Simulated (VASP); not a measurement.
# Hf (P6/mmm) in VASP: a series of runs

Runs on Hf. Level: RPBE. Tasks: single point.

All numbers are computed with VASP 6.6.1; they aren't measurements. Logs are shortened: lines on timing, memory, paths and dates and some standing lists are left out, and cuts for length are marked.

## Step 1: The cell of the first run

It takes space group P6/mmm (No. 191, hexagonal). The conventional cell has a = 4.831 Å, b = 4.831 Å, c = 2.996 Å, α = 90.00°, β = 90.00°, γ = 120.00°. Within 3.9 Å of Hf (site symmetry 6/mmm) lie 14 Hf at 3.00 to 3.17 Å. Within 3.7 Å of Hf (site symmetry -6m2) lie 11 Hf at 2.79 to 3.17 Å.

## Step 2: Single point, RPBE (volume scaled by 0.88)

Contents of INCAR:

```
SYSTEM = Hf
PREC = Accurate ; ENCUT = 520
EDIFF = 1E-6 ; ISMEAR = -1
SIGMA = 0.1 ; LREAL = .False.
LASPH = .True. ; NELM = 100
ALGO = Normal ; ISIF = 2
LWAVE = .False. ; LCHARG = .False.
GGA = RP ; NBANDS = 22
```

Contents of KPOINTS:

```
regular mesh
0
Gamma
  8 8 11
  0 0 0
```

Contents of POSCAR:

```
Hf
1.0
    4.8311103888      0.0000000000      0.0000000000
   -2.4155551944      4.1838643252      0.0000000000
    0.0000000000      0.0000000000      2.9961712656
Hf
3
Direct
    1.0000000000      1.0000000000      0.0000000000
    0.3333333333      0.6666666667      0.5000000000
    0.6666666667      0.3333333333      0.5000000000
```

Potentials or basis: VASP PAW PBE potentials, release 64 (Hf_pv).

Command:

```console
> cat potpaw_PBE.64/Hf_pv/POTCAR > POTCAR
> mpirun -np 1 vasp_std > vasp.out
```

OUTCAR:

```text
SYSTEM = Hf
   PREC = Accurate
   ENCUT = 520
   EDIFF = 1E-6
   ISMEAR = -1
   LREAL = .False.
   LASPH = .True.
   NELM = 100
   ISIF = 2
   GGA = RP

 ion  position               nearest neighbor table
   1  0.000  0.000  0.000-   2 3.17   3 3.17   2 3.17   3 3.17   3 3.17   3 3.17   2 3.17   2 3.17
                             3 3.17   3 3.17   2 3.17   2 3.17
   2  0.333  0.667  0.500-   3 2.79   3 2.79   3 2.79   1 3.17   1 3.17   1 3.17   1 3.17   1 3.17
                             1 3.17
   3  0.667  0.333  0.500-   2 2.79   2 2.79   2 2.79   1 3.17   1 3.17   1 3.17   1 3.17   1 3.17
                             1 3.17

  LATTYP: Found a hexagonal cell.
 ALAT       =     4.8311103888
 C/A-ratio  =     0.6201827374

  Lattice vectors:

 A1 = (   4.8311103888,   0.0000000000,   0.0000000000)
 A2 = (  -2.4155551944,   4.1838643252,   0.0000000000)
 A3 = (   0.0000000000,   0.0000000000,   2.9961712656)

Analysis of symmetry for initial positions (statically):
=====================================================================
 Subroutine PRICEL returns:
 Original cell was already a primitive cell.

 Routine SETGRP: Setting up the symmetry group for a
 hexagonal supercell.

 Subroutine GETGRP returns: Found 24 space group operations
 (whereof 24 operations were pure point group operations)
 out of a pool of 24 trial point group operations.

The static configuration has the point symmetry D_6h.

Analysis of symmetry for dynamics (positions and initial velocities):
=====================================================================
 Subroutine PRICEL returns:
 Original cell was already a primitive cell.

 Routine SETGRP: Setting up the symmetry group for a
 hexagonal supercell.

 Subroutine GETGRP returns: Found 24 space group operations
 (whereof 24 operations were pure point group operations)
 out of a pool of 24 trial point group operations.

The dynamic configuration has the point symmetry D_6h.

 Subroutine INISYM returns: Found 24 space group operations
 (whereof 24 operations are pure point group operations),
 and found     1 'primitive' translations

----------------------------------------------------------------------------------------

                                     Primitive cell

  volume of cell :      60.5607

  direct lattice vectors                    reciprocal lattice vectors
     4.831110389  0.000000000  0.000000000     0.206991751  0.119506743  0.000000000
    -2.415555194  4.183864325  0.000000000     0.000000000  0.239013487  0.000000000
     0.000000000  0.000000000  2.996171266     0.000000000  0.000000000  0.333759292

  length of vectors
     4.831110389  4.831110389  2.996171266     0.239013487  0.239013487  0.333759292

  position of ions in fractional coordinates (direct lattice)
     0.000000000  0.000000000  0.000000000
     0.333333333  0.666666667  0.500000000
     0.666666667  0.333333333  0.500000000

  ion indices of the primitive-cell ions
   primitive index   ion index
                 1           1
                 2           2
                 3           3

----------------------------------------------------------------------------------------

 KPOINTS: regular mesh

Automatic generation of k-mesh.
 Grid dimensions read from file:
 generate k-points for:    8    8   11

 Generating k-lattice:

  Cartesian coordinates                     Fractional coordinates (reciprocal lattice)
     0.025873969  0.014938343  0.000000000     0.125000000  0.000000000  0.000000000
     0.000000000  0.029876686  0.000000000     0.000000000  0.125000000  0.000000000
     0.000000000  0.000000000  0.030341754     0.000000000  0.000000000  0.090909091

  Length of vectors
     0.029876686  0.029876686  0.030341754

  Shift w.r.t. Gamma in fractional coordinates (k-lattice)
     0.000000000  0.000000000  0.000000000

 Subroutine IBZKPT returns following result:
 ===========================================

 Found     60 irreducible k-points:

 Following reciprocal coordinates:
            Coordinates               Weight
  0.000000  0.000000  0.000000      1.000000
  0.125000 -0.000000  0.000000      6.000000
  0.250000 -0.000000  0.000000      6.000000
  0.375000 -0.000000  0.000000      6.000000
  0.500000 -0.000000  0.000000      3.000000
  0.125000  0.125000  0.000000      6.000000
[... 16 lines left out ...]
  0.250000 -0.000000  0.181818     12.000000
  0.375000 -0.000000  0.181818     12.000000
 [... further k-points ...]
   k-points           NKPTS =     60   k-points in BZ     NKDIM =     60   number of bands    NBANDS=     22
   number of dos      NEDOS =    301   number of ions     NIONS =      3
   total plane-waves  NPLWV =  31104
   dimension x,y,z NGX =    36 NGY =   36 NGZ =   24
   dimension x,y,z NGXF=    72 NGYF=   72 NGZF=   48
   ions per type =               3
   NGX,Y,Z   is equivalent  to a cutoff of  12.39, 12.39, 13.32 a.u.
   NGXF,Y,Z  is equivalent  to a cutoff of  24.78, 24.78, 26.63 a.u.
 SYSTEM =  Hf
   PREC   = accura    normal or accurate (medium, high low for compatibility)
   ISTART =      0    job   : 0-new  1-cont  2-samecut
   ICHARG =      2    charge: 1-file 2-atom 10-const
   ISPIN  =      1    spin polarized calculation?
   LNONCOLLINEAR =      F non collinear calculations
   LSORBIT =      F    spin-orbit coupling
   LASPH  =      T    aspherical Exc in radial PAW
   ENCUT  =  520.0 eV  38.22 Ry    6.18 a.u.   8.98  8.98  5.57*2*pi/ulx,y,z
   NELM   =    100;   NELMIN=  2; NELMDL= -5     # of ELM steps
   EDIFF  = 0.1E-05   stopping-criterion for ELM
   LREAL  =      F    real-space projection
   EDIFFG = 0.1E-04   stopping-criterion for IOM
   NSW    =      0    number of steps for IOM
   IBRION =     -1    ionic relax: 0-MD 1-quasi-New 2-CG
   NFREE  =      0    steps in history (QN), initial steepest desc. (CG)
   ISIF   =      2    stress and relaxation
   ISYM   =      2    0-nonsym 1-usesym 2-fastsym
   POTIM  = 0.5000    time-step for ionic-motion
   TEBEG  =    0.0;   TEEND  =   0.0 temperature during run
   PSTRESS=    0.0 pullay stress
   NELECT =      30.0000    total number of electrons
   NUPDOWN=      -1.0000    fix difference up-down
   EMIN   =  10.00;   EMAX   =-10.00  energy-range for DOS
   EFERMI =   0.00;   METHOD = LEGACY
   ISMEAR =    -1;   SIGMA  =   0.10  broadening in eV -4-tet -1-fermi 0-gaus
   EFERMI_NEDOS =   21; number of points for ismear=-14 and -15
   IALGO  =     38    algorithm
   IMIX   =      4    mixing-type and parameters
     AMIX     =   0.40;   BMIX     =  1.00
     AMIX_MAG =   1.60;   BMIX_MAG =  1.00
  volume/ion in A,a.u.               =      20.19       136.23
  Fermi-wavevector in a.u.,A,eV,Ry     =   1.295343  2.447844 22.829406  1.677914
  Thomas-Fermi vector in A             =   2.426869
   LORBIT       =      0    0 simple, 1 ext, 2 COOP (PROOUT), +10 PAW based schemes
   GGA     = RP    functional components
   LHFCALC =     F    Hartree Fock is set to
   AEXX    =    0.0000 exact exchange contribution
   IVDW    =     0    specifies the selected vdW correction
   LEPSILON=     F    determine dielectric tensor
   LRPA    =     F    only Hartree local field effects (RPA)
 non-spin polarized calculation
  energy-cutoff  :      520.00
  volume of cell :       60.56
 maximum number of plane-waves:      1652
 NGX is ok and might be reduce to    36
   NGX = 17   NGY = 17   NGZ = 11

 number of electron      30.0000002 magnetization

 Free energy of the ion-electron system (eV)
  ---------------------------------------------------
  ext. energy  EPLUGINS =         0.00000000
  ---------------------------------------------------
  free energy    TOTEN  =       -28.05527996 eV

  energy without entropy =      -27.97768722  energy(sigma->0) =      -28.01648359

 E-fermi :   5.5570     XC(G=0): -11.6994

 val. band max:        5.5525412486   @ k =   0.2500   0.1250   0.0909
 cond. band min:       5.5853608234   @ k =   0.3750   0.1250   0.0909
 fundamental gap:      0.0328195748
 Fermi energy:         5.5569536852

 k-point     1 :       0.0000    0.0000    0.0000
  band No.  band energies     occupation
      1     -25.0528      2.00000
      2     -25.0528      2.00000
      3     -24.9901      2.00000
      4     -24.9901      2.00000
      5     -24.4858      2.00000
      6     -24.2106      2.00000
[... 14 lines left out ...]
     21       8.7055      0.00000
     22       8.7126      0.00000

 k-point     2 :       0.1250   -0.0000    0.0000
  band No.  band energies     occupation
      1     -25.1613      2.00000
      2     -25.1304      2.00000
      3     -24.8757      2.00000
      4     -24.8597      2.00000
      5     -24.4754      2.00000
      6     -24.2147      2.00000
[... 14 lines left out ...]
     21       8.1848      0.00000
     22       9.4260      0.00000

 k-point     3 :       0.2500   -0.0000    0.0000
  band No.  band energies     occupation
      1     -25.2718      2.00000
      2     -25.1454      2.00000
      3     -24.7501      2.00000
      4     -24.7194      2.00000
      5     -24.4476      2.00000
      6     -24.2548      2.00000
[... 14 lines left out ...]
     21       8.6232      0.00000
     22      10.2192      0.00000

 k-point     4 :       0.3750   -0.0000    0.0000
  band No.  band energies     occupation
      1     -25.3448      2.00000
      2     -25.0639      2.00000
      3     -24.7247      2.00000
      4     -24.6603      2.00000
      5     -24.4147      2.00000
      6     -24.3406      2.00000
[... 14 lines left out ...]
     21       9.5191      0.00000
     22       9.8006      0.00000

 k-point     5 :       0.5000   -0.0000    0.0000
  band No.  band energies     occupation
      1     -25.3702      2.00000
      2     -24.9392      2.00000
      3     -24.8546      2.00000
      4     -24.6273      2.00000
      5     -24.3984      2.00000
      6     -24.3390      2.00000
[... 417 lines left out ...]
 k-point    22 :       0.1250   -0.0000    0.1818
  band No.  band energies     occupation
      1     -25.1090      2.00000
      2     -25.0819      2.00000
      3     -24.8518      2.00000
      4     -24.8463      2.00000
      5     -24.6677      2.00000
      6     -24.4637      2.00000
[... 14 lines left out ...]
     21       8.0586      0.00000
     22       9.8967      0.00000

 k-point    23 :       0.2500   -0.0000    0.1818
  band No.  band energies     occupation
      1     -25.2062      2.00000
      2     -25.1019      2.00000
      3     -24.7500      2.00000
      4     -24.7497      2.00000
      5     -24.6473      2.00000
      6     -24.4527      2.00000
[... 14 lines left out ...]
     21       8.3881      0.00000
     22      10.3968      0.00000

 k-point    24 :       0.3750   -0.0000    0.1818
  band No.  band energies     occupation
      1     -25.2716      2.00000
      2     -25.0461      2.00000
      3     -24.7939      2.00000
      4     -24.6799      2.00000
      5     -24.5892      2.00000
      6     -24.4080      2.00000
[... 14 lines left out ...]
     21       9.0990      0.00000
     22       9.7256      0.00000

 [... further k-points ...]

------------------------ aborting loop because EDIFF is reached ----------------------------------------

  FORCE on cell =-STRESS in cart. coord.  units (eV):
  Direction    XX          YY          ZZ          XY          YZ          ZX
  --------------------------------------------------------------------------------------
  -------------------------------------------------------------------------------------
  Total        5.8440865      5.8440865      6.1084348      0.0000000     -0.0000000      0.0000000
  in kB      154.6094469    154.6094469    161.6029694      0.0000000     -0.0000000      0.0000000
  external PRESSURE =     156.9406211 kB  Pullay stress =       0.0000000 kB

 VOLUME and BASIS-vectors are now :
 -----------------------------------------------------------------------------
  energy-cutoff  :      520.00
  volume of cell :       60.56
      direct lattice vectors                 reciprocal lattice vectors
     4.831110389  0.000000000  0.000000000     0.206991751  0.119506743  0.000000000
    -2.415555194  4.183864325  0.000000000     0.000000000  0.239013487  0.000000000
     0.000000000  0.000000000  2.996171266     0.000000000  0.000000000  0.333759292

 POSITION                                       TOTAL-FORCE (eV/Angst)
 -----------------------------------------------------------------------------------
      0.00000      0.00000      0.00000        -0.000000      0.000000      0.000000
     -0.00000      2.78924      1.49809         0.000000      0.000000     -0.000000
      2.41556      1.39462      1.49809        -0.000000      0.000000      0.000000
 -----------------------------------------------------------------------------------
    total drift:                                0.000000      0.000000     -0.000000

  FREE ENERGIE OF THE ION-ELECTRON SYSTEM (eV)
  ---------------------------------------------------
  free  energy   TOTEN  =       -28.0552799642 eV

  energy  without entropy=      -27.9776872192  energy(sigma->0) =      -28.01648359
```

Wall time 23 s (1 thread of Intel Xeon 6975P-C (Granite Rapids), shared host); peak memory 0.21 GiB.

What came out:

```
Free energy            : -28.0553 eV
Pressure               : 15.7 GPa
Band gap on the k mesh : zero (band 15 reaches 6.02 eV, above the bottom of band 16 at 4.95 eV)
```

Stress tensor (GPa, compression positive):
```
15.46  0.00  0.00
 0.00 15.46  0.00
 0.00  0.00 16.16
```

Caveat: the cell differs from its parent crystal (volume scaled by 0.88); the PAW data sets were made with another functional, which shifts forces and pressure a little; spin-orbit coupling is left out, which moves the levels of the heavy elements.

## Step 3: Single point, RPBE (volume scaled by 0.92)

Contents of INCAR:

```
ALGO = Normal
EDIFF = 1E-6
ENCUT = 520
GGA = RP
ISIF = 2
ISMEAR = -1
LASPH = T
LCHARG = F
LREAL = F
LWAVE = F
NBANDS = 22
NELM = 60
PREC = Accurate
SIGMA = 0.1
```

Contents of KPOINTS:

```
k-points
0
Gamma
  8 8 11
```

Contents of POSCAR:

```
Hf
1.0
    4.9032271462      0.0000000000      0.0000000000
   -2.4516135731      4.2463192691      0.0000000000
    0.0000000000      0.0000000000      3.0408968336
Hf
3
Direct
    1.0000000000      1.0000000000      0.0000000000
    0.3333333333      0.6666666667      0.5000000000
    0.6666666667      0.3333333333      0.5000000000
```

Potentials or basis: VASP PAW PBE potentials, release 64 (Hf_pv).

Command:

```console
> cat potpaw_PBE.64/Hf_pv/POTCAR > POTCAR
> mpirun -np 1 vasp_std > vasp.out
```

It took 25 s on 1 thread of Intel Xeon 6975P-C (Granite Rapids), shared host; peak memory 0.21 GiB.

Results (log left out):

```yaml
Free_energy: -28.2690 eV
Pressure: 9.3 GPa
Band_gap_on_the_k_mesh: zero (band 15 reaches 5.60 eV, above the bottom of band 16 at 4.63 eV)
```

Stress tensor (GPa, compression positive):
```
9.11 0.00 0.00
0.00 9.11 0.00
0.00 0.00 9.62
```

Levels at points of the mesh, in eV from the Fermi level:
```csv
k point,band 11,band 12,band 13,band 14,band 15,band 16,band 17,band 18,band 19,band 20
"(0.00, 0.00, 0.00)",-2.63,-0.63,-0.63,-0.62,-0.62,-0.61,1.16,2.23,2.23,3.03
"(0.50, 0.00, 0.00)",-4.54,-3.66,-0.51,-0.45,-0.38,0.17,0.91,1.19,1.67,3.16
```

Caveat: the cell differs from its parent crystal (volume scaled by 0.92); the PAW data sets were made with another functional, which shifts forces and pressure a little; spin-orbit coupling is left out, which moves the levels of the heavy elements.

## Step 4: Single point, RPBE (volume scaled by 0.96)

Contents of INCAR:

```
  PREC = Accurate
  ENCUT = 520
  EDIFF = 1E-6
  ISMEAR = -1
  SIGMA = 0.1
  LREAL = F
  LASPH = T
  NELM = 100
  ALGO = Normal
  ISIF = 2
  LWAVE = F
  LCHARG = F
  GGA = RP
  NBANDS = 22
```

Contents of KPOINTS:

```
Automatic mesh
0
Gamma
  8 8 11
```

Contents of POSCAR:

```
Hf
1.0
    4.9732827132      0.0000000000      0.0000000000
   -2.4866413566      4.3069891698      0.0000000000
    0.0000000000      0.0000000000      3.0843440868
Hf
3
Direct
    1.0000000000      1.0000000000      0.0000000000
    0.3333333333      0.6666666667      0.5000000000
    0.6666666667      0.3333333333      0.5000000000
```

Command:

```console
> cat potpaw_PBE.64/Hf_pv/POTCAR > POTCAR
> mpirun -np 1 vasp_std > vasp.out
```

Run time: 35 s. Hardware: 1 thread of Intel Xeon 6975P-C (Granite Rapids), shared host; peak memory 0.22 GiB.

Results (log left out):

```yaml
Free_energy: -28.3823 eV
Pressure: 4.0 GPa
Band_gap_on_the_k_mesh: zero (band 15 reaches 5.25 eV, above the bottom of band 16 at 4.33 eV)
```

Stress tensor (GPa, compression positive):
```
3.86 0.00 0.00
0.00 3.86 0.00
0.00 0.00 4.21
```

Levels at points of the mesh, in eV from the Fermi level:
```tsv
k point	band 11	band 12	band 13	band 14	band 15	band 16	band 17	band 18	band 19	band 20
(0.00, 0.00, 0.00)	-2.48	-0.64	-0.64	-0.62	-0.62	-0.61	1.13	2.17	2.17	2.94
(0.50, 0.00, 0.00)	-4.51	-3.53	-0.45	-0.38	-0.33	0.21	0.89	1.02	1.65	3.06
```

Caveat: the cell differs from its parent crystal (volume scaled by 0.96); the PAW data sets were made with another functional, which shifts forces and pressure a little; spin-orbit coupling is left out, which moves the levels of the heavy elements.

## Step 5: Single point, RPBE

This run uses another cell than the first one, of 22.94 Å³/atom, 1.136 times its volume.

Contents of INCAR:

```
PREC = Accurate
ENCUT = 520
EDIFF = 1E-7
ISMEAR = -1
SIGMA = 0.1
LREAL = F
LASPH = T
NELM = 100
ALGO = Normal
ISIF = 2
LWAVE = F
LCHARG = F
GGA = RP
NBANDS = 22
```

Contents of KPOINTS:

```
regular mesh
0
Gamma
  8 8 11
```

Contents of POSCAR:

```
Hf
1.0
    5.0414183404      0.0000000000      0.0000000000
   -2.5207091702      4.3659963539      0.0000000000
    0.0000000000      0.0000000000      3.1266006267
Hf
3
Direct
    1.0000000000      1.0000000000      0.0000000000
    0.3333333333      0.6666666667      0.5000000000
    0.6666666667      0.3333333333      0.5000000000
```

Command:

```console
> cat potpaw_PBE.64/Hf_pv/POTCAR > POTCAR
> mpirun -np 1 vasp_std > vasp.out
```

It took 36 s on 1 thread of Intel Xeon 6975P-C (Granite Rapids), shared host; peak memory 0.22 GiB.

Results (log left out):

| Quantity | Value |
| --- | --- |
| Free energy | -28.4121 eV |
| Pressure | -0.4 GPa |
| Band gap on the k mesh | zero (band 15 reaches 4.92 eV, above the bottom of band 16 at 4.05 eV) |

Stress tensor (GPa, compression positive):
```
-0.52  0.00  0.00
 0.00 -0.52  0.00
 0.00  0.00 -0.28
```

Levels at points of the mesh, in eV from the Fermi level:
```tsv
k point	band 12	band 13	band 14	band 15	band 16	band 17	band 18	band 19
(0.00, 0.00, 0.00)	-0.65	-0.65	-0.62	-0.62	-0.61	1.11	2.11	2.11
(0.50, 0.00, 0.00)	-3.40	-0.39	-0.32	-0.29	0.24	0.87	0.87	1.63
```

Caveat: the PAW data sets were made with another functional, which shifts forces and pressure a little; spin-orbit coupling is left out, which moves the levels of the heavy elements.

## Step 6: The runs side by side

```csv
cell,gap on the mesh (eV),pressure (GPa)
"a = 4.831, b = 4.831, c = 2.996 Å, angles 90.0, 90.0, 120.0°, 3 atoms",none,15.7
"a = 4.903, b = 4.903, c = 3.041 Å, angles 90.0, 90.0, 120.0°, 3 atoms",none,9.3
"a = 4.973, b = 4.973, c = 3.084 Å, angles 90.0, 90.0, 120.0°, 3 atoms",none,4.0
"a = 5.041, b = 5.041, c = 3.127 Å, angles 90.0, 90.0, 120.0°, 3 atoms",none,-0.4
```

Alike in all rows: task single point; level RPBE; potentials or basis VASP PAW PBE potentials, release 64 (Hf_pv); no spin polarisation; k mesh 8 × 8 × 11; cutoff (eV) 520; smearing fermi-dirac 0.1 eV.

Caveats: the PAW data sets were made with another functional, which shifts forces and pressure a little; spin-orbit coupling is left out, which moves the levels of the heavy elements.

Total energies depend on the potentials used, so only differences within one code and one set of settings carry meaning.
